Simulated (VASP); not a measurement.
# C2N in VASP: relaxation of cell and atoms with PBE

Aim: the relaxation of cell and atoms of C2N with PBE.

All numbers are computed with VASP 6.6.1; they aren't measurements. Logs are shortened: lines on timing, memory, paths and dates and some standing lists are left out, and cuts for length are marked.

## 1. The cell of the first run

The cell holds a slab with vacuum, 6 atoms: a = 2.330 Å, b = 2.330 Å, c = 17.218 Å, α = 90.00°, β = 90.00°, γ = 120.00°.

The cell was generated, and may not be a known phase.

## 2. Relaxation of cell and atoms, PBE

Contents of INCAR:

```
SYSTEM = C2N
PREC = Accurate
ENCUT = 600
EDIFF = 1E-7
ISMEAR = 0
SIGMA = 0.1
LREAL = .False.
LASPH = .True.
NELM = 60
ALGO = Normal
ISIF = 3
LWAVE = .False.
LCHARG = .False.
GGA = PE
IBRION = 2
NSW = 100
EDIFFG = -0.01
```

Contents of KPOINTS:

```
Automatic mesh
0
Gamma
  18 18 4
  0 0 0
```

Contents of POSCAR:

```
C2N
1.0
    2.3298820722      0.0000000000      0.0000000000
   -1.1649410361      2.0177370623      0.0000000000
    0.0000000000      0.0000000000     17.2179796855
C N
4 2
Direct
    0.3333333333      0.6666666667      0.1187080437
    0.6666666667      0.3333333333      0.7905552952
    0.6666666667      0.3333333333      0.8812919563
    0.3333333333      0.6666666667      0.2094447048
    0.3333333333      0.6666666667      0.7603624589
    0.6666666667      0.3333333333      0.2396375411
```

Potentials or basis: VASP PAW PBE potentials, release 64 (C, N).

Started as:

```console
$ cat potpaw_PBE.64/C/POTCAR potpaw_PBE.64/N/POTCAR > POTCAR
$ mpirun -np 1 vasp_std > vasp.out
```

OUTCAR:

```text
SYSTEM = C2N
   PREC = Accurate
   ENCUT = 600
   EDIFF = 1E-7
   ISMEAR = 0
   LREAL = .False.
   LASPH = .True.
   NELM = 60
   ISIF = 3
   GGA = PE
   IBRION = 2
   NSW = 100
   EDIFFG = -0.01

 ion  position               nearest neighbor table
   1  0.333  0.667  0.119-   4 1.56
   2  0.667  0.333  0.791-   5 1.44   5 1.44   5 1.44   3 1.56
   3  0.667  0.333  0.881-   2 1.56
   4  0.333  0.667  0.209-   6 1.44   6 1.44   6 1.44   1 1.56
   5  0.333  0.667  0.760-   2 1.44   2 1.44   2 1.44
   6  0.667  0.333  0.240-   4 1.44   4 1.44   4 1.44

  LATTYP: Found a hexagonal cell.
 ALAT       =     2.3298820722
 C/A-ratio  =     7.3900648839

  Lattice vectors:

 A1 = (   2.3298820722,   0.0000000000,   0.0000000000)
 A2 = (  -1.1649410361,   2.0177370623,   0.0000000000)
 A3 = (   0.0000000000,   0.0000000000,  17.2179796855)

Analysis of symmetry for initial positions (statically):
=====================================================================
 Subroutine PRICEL returns:
 Original cell was already a primitive cell.

 Routine SETGRP: Setting up the symmetry group for a
 hexagonal supercell.

 Subroutine GETGRP returns: Found 12 space group operations
 (whereof 12 operations were pure point group operations)
 out of a pool of 24 trial point group operations.

The static configuration has the point symmetry D_3d.

Analysis of symmetry for dynamics (positions and initial velocities):
=====================================================================
 Subroutine PRICEL returns:
 Original cell was already a primitive cell.

 Routine SETGRP: Setting up the symmetry group for a
 hexagonal supercell.

 Subroutine GETGRP returns: Found 12 space group operations
 (whereof 12 operations were pure point group operations)
 out of a pool of 24 trial point group operations.

The dynamic configuration has the point symmetry D_3d.

 Subroutine INISYM returns: Found 12 space group operations
 (whereof 12 operations are pure point group operations),
 and found     1 'primitive' translations

----------------------------------------------------------------------------------------

                                     Primitive cell

  volume of cell :      80.9433

  direct lattice vectors                    reciprocal lattice vectors
     2.329882072  0.000000000  0.000000000     0.429206273  0.247802357  0.000000000
    -1.164941036  2.017737062  0.000000000     0.000000000  0.495604714  0.000000000
     0.000000000  0.000000000 17.217979686     0.000000000  0.000000000  0.058078823

  length of vectors
     2.329882072  2.329882072 17.217979686     0.495604714  0.495604714  0.058078823

  position of ions in fractional coordinates (direct lattice)
     0.333333333  0.666666667  0.118708044
     0.666666667  0.333333333  0.790555295
     0.666666667  0.333333333  0.881291956
     0.333333333  0.666666667  0.209444705
     0.333333333  0.666666667  0.760362459
     0.666666667  0.333333333  0.239637541

  ion indices of the primitive-cell ions
   primitive index   ion index
                 1           1
                 2           2
                 3           3
                 4           4
                 5           5
                 6           6

----------------------------------------------------------------------------------------

 KPOINTS: Automatic mesh

Automatic generation of k-mesh.
 Grid dimensions read from file:
 generate k-points for:   18   18    4

 Generating k-lattice:

  Cartesian coordinates                     Fractional coordinates (reciprocal lattice)
     0.023844793  0.013766798  0.000000000     0.055555556  0.000000000  0.000000000
     0.000000000  0.027533595  0.000000000     0.000000000  0.055555556  0.000000000
     0.000000000  0.000000000  0.014519706     0.000000000  0.000000000  0.250000000

  Length of vectors
     0.027533595  0.027533595  0.014519706

  Shift w.r.t. Gamma in fractional coordinates (k-lattice)
     0.000000000  0.000000000  0.000000000

 Subroutine IBZKPT returns following result:
 ===========================================

 Found    138 irreducible k-points:

 Following reciprocal coordinates:
            Coordinates               Weight
  0.000000  0.000000  0.000000      1.000000
  0.055556  0.000000  0.000000      6.000000
  0.111111  0.000000  0.000000      6.000000
  0.166667  0.000000  0.000000      6.000000
  0.222222  0.000000  0.000000      6.000000
  0.277778  0.000000  0.000000      6.000000
[... 16 lines left out ...]
  0.333333  0.111111  0.000000     12.000000
  0.388889  0.111111  0.000000     12.000000
 [... further k-points ...]
   k-points           NKPTS =    138   k-points in BZ     NKDIM =    138   number of bands    NBANDS=     17
   number of dos      NEDOS =    301   number of ions     NIONS =      6
   total plane-waves  NPLWV =  56000
   dimension x,y,z NGX =    20 NGY =   20 NGZ =  140
   dimension x,y,z NGXF=    40 NGYF=   40 NGZF=  280
   ions per type =               4   2
   NGX,Y,Z   is equivalent  to a cutoff of  14.27, 14.27, 13.52 a.u.
   NGXF,Y,Z  is equivalent  to a cutoff of  28.54, 28.54, 27.04 a.u.
 SYSTEM =  C2N
   PREC   = accura    normal or accurate (medium, high low for compatibility)
   ISTART =      0    job   : 0-new  1-cont  2-samecut
   ICHARG =      2    charge: 1-file 2-atom 10-const
   ISPIN  =      1    spin polarized calculation?
   LNONCOLLINEAR =      F non collinear calculations
   LSORBIT =      F    spin-orbit coupling
   LASPH  =      T    aspherical Exc in radial PAW
   ENCUT  =  600.0 eV  44.10 Ry    6.64 a.u.   4.65  4.65 34.39*2*pi/ulx,y,z
   NELM   =     60;   NELMIN=  2; NELMDL= -5     # of ELM steps
   EDIFF  = 0.1E-06   stopping-criterion for ELM
   LREAL  =      F    real-space projection
   EDIFFG = -.1E-01   stopping-criterion for IOM
   NSW    =    100    number of steps for IOM
   IBRION =      2    ionic relax: 0-MD 1-quasi-New 2-CG
   NFREE  =      1    steps in history (QN), initial steepest desc. (CG)
   ISIF   =      3    stress and relaxation
   ISYM   =      2    0-nonsym 1-usesym 2-fastsym
   POTIM  = 0.5000    time-step for ionic-motion
   TEBEG  =    0.0;   TEEND  =   0.0 temperature during run
   PSTRESS=    0.0 pullay stress
   NELECT =      26.0000    total number of electrons
   NUPDOWN=      -1.0000    fix difference up-down
   EMIN   =  10.00;   EMAX   =-10.00  energy-range for DOS
   EFERMI =   0.00;   METHOD = LEGACY
   ISMEAR =     0;   SIGMA  =   0.10  broadening in eV -4-tet -1-fermi 0-gaus
   EFERMI_NEDOS =   21; number of points for ismear=-14 and -15
   IALGO  =     38    algorithm
   IMIX   =      4    mixing-type and parameters
     AMIX     =   0.40;   BMIX     =  1.00
     AMIX_MAG =   1.60;   BMIX_MAG =  1.00
  volume/ion in A,a.u.               =      13.49        91.04
  Fermi-wavevector in a.u.,A,eV,Ry     =   1.121172  2.118709 17.102897  1.257027
  Thomas-Fermi vector in A             =   2.257824
   LORBIT       =      0    0 simple, 1 ext, 2 COOP (PROOUT), +10 PAW based schemes
   GGA     = PE    functional components
   LHFCALC =     F    Hartree Fock is set to
   AEXX    =    0.0000 exact exchange contribution
   IVDW    =     0    specifies the selected vdW correction
   LEPSILON=     F    determine dielectric tensor
   LRPA    =     F    only Hartree local field effects (RPA)
 conjugate gradient relaxation of ions
 non-spin polarized calculation
 Gauss-broadening in eV      SIGMA  =   0.10
  energy-cutoff  :      600.00
  volume of cell :       80.94
 maximum number of plane-waves:      2733
 NGX is ok and might be reduce to    20
   NGX =  9   NGY =  9   NGZ = 69

--------------------------------------- Ionic step        1  -------------------------------------------

 number of electron      25.9999999 magnetization

 Free energy of the ion-electron system (eV)
  ---------------------------------------------------
  ext. energy  EPLUGINS =         0.00000000
  ---------------------------------------------------
  free energy    TOTEN  =       -43.95591578 eV

  energy without entropy =      -43.95102644  energy(sigma->0) =      -43.95347111

------------------------ aborting loop because EDIFF is reached ----------------------------------------

  FORCE on cell =-STRESS in cart. coord.  units (eV):
  Direction    XX          YY          ZZ          XY          YZ          ZX
  --------------------------------------------------------------------------------------
  -------------------------------------------------------------------------------------
  Total        0.1288666      0.1288666     -0.0288739      0.0000000      0.0000000      0.0000000
  in kB        2.5507641      2.5507641     -0.5715251      0.0000000      0.0000000      0.0000000
  external PRESSURE =       1.5100011 kB  Pullay stress =       0.0000000 kB
[... 101 lines left out ...]
  FREE ENERGIE OF THE ION-ELECTRON SYSTEM (eV)
  ---------------------------------------------------
  free  energy   TOTEN  =       -43.9560434120 eV

  energy  without entropy=      -43.9511477541  energy(sigma->0) =      -43.95359558

[... ionic steps 4 to 50 ...]

--------------------------------------- Ionic step       51  -------------------------------------------

 number of electron      26.0000001 magnetization

------------------------ aborting loop because EDIFF is reached ----------------------------------------
[... 75 lines left out ...]
--------------------------------------- Ionic step       53  -------------------------------------------

 number of electron      26.0000001 magnetization

 Free energy of the ion-electron system (eV)
  ---------------------------------------------------
  ext. energy  EPLUGINS =         0.00000000
  ---------------------------------------------------
  free energy    TOTEN  =       -43.96843198 eV

  energy without entropy =      -43.96394693  energy(sigma->0) =      -43.96618946

 E-fermi :   1.2174     XC(G=0):  -7.9967

 val. band max:        1.2003985236   @ k =   0.3333   0.0556   0.5000
 cond. band min:       1.2989928959   @ k =   0.3333   0.0556   0.5000
 fundamental gap:      0.0985943723
 Fermi energy:         1.2173646106

 k-point     1 :       0.0000    0.0000    0.0000
  band No.  band energies     occupation
      1     -23.0722      2.00000
      2     -23.0721      2.00000
      3     -13.8318      2.00000
      4     -13.8042      2.00000
      5      -6.6526      2.00000
      6      -6.3820      2.00000
[... 457 lines left out ...]
      4     -13.7918      2.00000
      5      -8.9574      2.00000
      6      -8.9481      2.00000
[... 9 lines left out ...]
     16       3.7829      0.00000
     17       7.9495      0.00000

 [... further k-points ...]

------------------------ aborting loop because EDIFF is reached ----------------------------------------

  FORCE on cell =-STRESS in cart. coord.  units (eV):
  Direction    XX          YY          ZZ          XY          YZ          ZX
  --------------------------------------------------------------------------------------
  -------------------------------------------------------------------------------------
  Total        0.0251519      0.0251519     -0.0538692      0.0000000     -0.0000000      0.0000000
  in kB        0.5495793      0.5495793     -1.1770633      0.0000000     -0.0000000      0.0000000
  external PRESSURE =      -0.0259682 kB  Pullay stress =       0.0000000 kB
[... 21 lines left out ...]
  FREE ENERGIE OF THE ION-ELECTRON SYSTEM (eV)
  ---------------------------------------------------
  free  energy   TOTEN  =       -43.9684319822 eV

  energy  without entropy=      -43.9639469342  energy(sigma->0) =      -43.96618946

 reached required accuracy - stopping structural energy minimisation
```

It took 61 min on 1 thread of AMD EPYC 9R45 (Zen 5), shared host; peak memory 0.35 GiB.

Results:

```
Free energy                           : -43.9684 eV
Relaxed cell                          : a = 2.331 Å, b = 2.331 Å, c = 15.587 Å, α = 90.00°, β = 90.00°, γ = 120.00°
Space group after relaxing (to 0.1 Å) : P-3m1 (No. 164)
Energy gained by relaxing             : 2.1 meV/atom
Ionic steps                           : 53
Largest force after relaxing          : 0.006 eV/Å
Band gap on the k mesh                : zero (bands 13 and 14 overlap by 6.43 eV)
```

Forces on the atoms (eV/Å):
```
C    0.000  0.000  0.002
C    0.000  0.000 -0.005
C    0.000  0.000 -0.002
C    0.000  0.000  0.005
N    0.000  0.000 -0.006
N    0.000  0.000  0.006
```

Step by step:
```tsv
step	energy change (eV)	largest force (eV/Å)	pressure (GPa)	volume (Å³)
1	0.0000	0.0319	0.15	80.94
3	-0.0001	0.0069	-0.10	81.04
5	-0.0004	0.0532	-0.05	80.84
7	-0.0004	0.0834	-0.01	80.72
9	-0.0005	0.0830	-0.02	80.68
11	-0.0008	0.0797	-0.02	80.50
13	-0.0019	0.0836	-0.06	79.79
15	-0.0040	0.2096	-0.05	76.94
17	-0.0019	0.3136	0.22	76.23
19	-0.0023	0.3077	0.19	76.04
21	-0.0038	0.2847	0.07	75.17
23	-0.0039	0.2775	-0.16	71.72
25	-0.0061	0.2219	-0.12	72.55
27	-0.0098	0.1120	-0.22	72.39
29	-0.0104	0.0277	-0.20	72.43
31	-0.0105	0.0158	0.02	72.34
33	-0.0106	0.0131	0.04	72.34
35	-0.0106	0.0205	0.08	72.34
37	-0.0106	0.0201	0.05	72.36
39	-0.0108	0.0259	-0.05	72.45
41	-0.0110	0.0975	-0.44	72.80
43	-0.0110	0.0673	-0.31	72.69
45	-0.0111	0.0651	-0.31	72.72
47	-0.0115	0.0559	-0.31	72.86
49	-0.0122	0.0497	-0.31	73.42
51	-0.0125	0.0329	0.00	73.34
53	-0.0125	0.0063	0.00	73.32
```

Final structure:
```
CELL_PARAMETERS angstrom
2.33064 0.00000 0.00000
-1.16532 2.01839 0.00000
0.00000 0.00000 15.58727
ATOMIC_POSITIONS crystal
C 0.33333 0.66667 0.11514
C 0.66667 0.33333 0.78459
C 0.66667 0.33333 0.88486
C 0.33333 0.66667 0.21541
N 0.33333 0.66667 0.75124
N 0.66667 0.33333 0.24876
```

Caveat: there is no dipole correction, which matters where the two faces differ; the relaxation moved the vacuum too, so the length across it says nothing of the material.

The gap in the log of VASP goes by the Fermi energy; the results here count the filled bands.